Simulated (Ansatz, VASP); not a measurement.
## GaP in VASP and in Ansatz

```
CELL_PARAMETERS angstrom
0.00000 2.71536 2.71536
2.71536 0.00000 2.71536
2.71536 2.71536 0.00000
ATOMIC_POSITIONS crystal
Ga 0.00000 0.00000 0.00000
P 0.25000 0.25000 0.25000
```

Alike in both runs: functional r2SCAN; dispersion D4; k mesh 6 × 6 × 6; no spin polarisation.

Ansatz relaxed the structure, and its values are those at the end. VASP's run is a single point on that final structure, the one shown.

```csv
,VASP,Ansatz
version,VASP 6.6.1,Ansatz 0.2.0
potentials or method,"VASP PAW PBE potentials, release 64 (Ga_d, P)","plane waves, PAW"
plane-wave cutoff (eV),520,500
occupations,"gaussian, width 0.01 eV",fixed
valence electrons in the cell,18,18
```

Ansatz gave:

* pressure (GPa): 0.0

Q: Which values does VASP return?

A: Pressure (GPa): -0.1.

VASP's potentials were made for PBE, not for r2SCAN.
